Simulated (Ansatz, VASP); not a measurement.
## One calculation of AlAs, two programs

```
CELL_PARAMETERS angstrom
4.05025 0.00000 0.00000
0.00000 5.72791 0.00000
0.00000 0.00000 4.05025
ATOMIC_POSITIONS crystal
Al 0.00000 0.00000 0.00000
Al 0.50000 0.50000 0.50000
As 0.00000 0.25000 0.50000
As 0.50000 0.75000 0.00000
```

Alike in both runs: functional PBE; k mesh 8 × 6 × 8; occupations gaussian, width 0.02 eV; no spin polarisation.

Ansatz relaxed the structure, and its values are those at the end. VASP's run is a single point on that final structure, the one shown.

|  | VASP | Ansatz |
| --- | --- | --- |
| version | VASP 6.6.1 | Ansatz 0.2.0 |
| potentials or method | VASP PAW PBE potentials, release 64 (Al, As), cutoff 500 eV | scalar-relativistic, plane waves, PAW |
| valence electrons in the cell | 16 | 36 |

```tsv
	VASP	Ansatz	Ansatz less VASP
gap on the k mesh at the Fermi level (eV)	1.50	1.50	+0.009
least direct gap on the mesh (eV)	1.50	1.50	+0.009
pressure (GPa)	0.2	0.0	-0.17
```

VASP's potentials hold 16 valence electrons a cell and Ansatz's 36, so a difference there can come from the potentials and not from the codes. Ansatz's warnings: stress scf threshold loose.
